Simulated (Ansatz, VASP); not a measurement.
**EuO: VASP beside Ansatz**

```
Eu O
1.0
     0.00000    2.62239    2.62239
     2.62239    0.00000    2.62239
     2.62239    2.62239    0.00000
Eu O
1 1
Direct
  0.00000 0.00000 0.00000
  0.50000 0.50000 0.50000
```

Change from the starting cell: volume scaled by 1.06, PAW files.

Alike in both runs: task electric field gradients; functional PBE; k mesh 14 × 14 × 14; occupations fermi-dirac, width 0.03 eV; collinear spin.

```csv
,VASP,Ansatz
version,VASP 6.6.1,Ansatz 0.2.0
potentials or method,"VASP PAW PBE potentials, release 64 (Eu, O)","PAW with Ansatz's default frozen-core files, scalar-relativistic"
plane-wave cutoff (eV),520,420
valence electrons in the cell,23,23
```

Ansatz gave:

```
pressure (GPa)                                                : -8.0
net moment per atom (μB)                                      : 3.50
size of the moment on the site where the two differ most (μB) : 6.66
```

Task: Which values does VASP return?

Result: Pressure (GPa): -8.3; net moment per atom (μB): 3.50; size of the moment on the site where the two differ most (μB): 6.61.

Site moments also hang on the region over which each program counts them. With one functional, cell and mesh, what is left measures potentials, basis and numerics.

Spin-orbit coupling is off throughout.
